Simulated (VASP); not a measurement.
**Re: single point with PBE**

The system is Re.

```
CELL_PARAMETERS angstrom
-3.43196 3.43196 3.43196
3.43196 -3.43196 3.43196
3.43196 3.43196 -3.43196
ATOMIC_POSITIONS crystal
Re 0.20023 0.20023 0.20023
Re 0.50000 0.00000 0.29977
Re 0.29977 0.50000 0.00000
Re 0.00000 0.29977 0.50000
Re 0.79977 0.79977 0.79977
Re 0.50000 0.00000 0.70023
Re 0.70023 0.50000 0.00000
Re 0.00000 0.70023 0.50000
```

```
Program                : VASP 6.6.1
Task                   : single point
Functional             : PBE
Potentials or basis    : VASP PAW PBE potentials, release 64 (Re)
Cutoff                 : 520 eV
k mesh                 : 4 × 4 × 4
Occupations            : gaussian, width 0.1 eV
Spin                   : no spin polarisation
Dipole correction      : no
Further INCAR settings : ALGO = Fast; EDIFF = 1e-06; NBANDS = 38
```

- Pressure: -1.7 GPa
- Largest force: 0.145 eV/Å
- Band gap on the k mesh: zero (band 28 reaches 5.35 eV, above the bottom of band 29 at 4.08 eV)

Forces on the atoms (eV/Å):
```
Re  -0.084 -0.084 -0.084
Re   0.084  0.084 -0.084
Re  -0.084  0.084  0.084
Re   0.084 -0.084  0.084
Re   0.084  0.084  0.084
Re  -0.084 -0.084  0.084
Re   0.084 -0.084 -0.084
Re  -0.084  0.084 -0.084
```

Levels at points of the mesh, in eV from the Fermi level:
| k point | band 25 | band 26 | band 27 | band 28 | band 29 | band 30 | band 31 | band 32 |
| --- | --- | --- | --- | --- | --- | --- | --- | --- |
| (0.00, 0.00, 0.00) | -1.58 | -0.87 | -0.87 | 0.63 | 0.63 | 0.63 | 1.36 | 1.36 |
| (0.50, 0.00, 0.00) | -0.91 | -0.91 | -0.26 | -0.26 | 0.13 | 0.13 | 0.90 | 0.90 |
| (0.50, 0.50, 0.50) | -1.23 | -1.23 | -1.23 | -0.64 | -0.64 | -0.46 | 0.49 | 0.49 |

Wall time 2.5 min on 1 thread of Intel(R) Xeon(R) Platinum 8375C CPU @ 2.90GHz (Ice Lake), on a shared host, peak memory 0.33 GiB.

Caveat: spin-orbit coupling is left out, which moves the levels of the heavy elements.
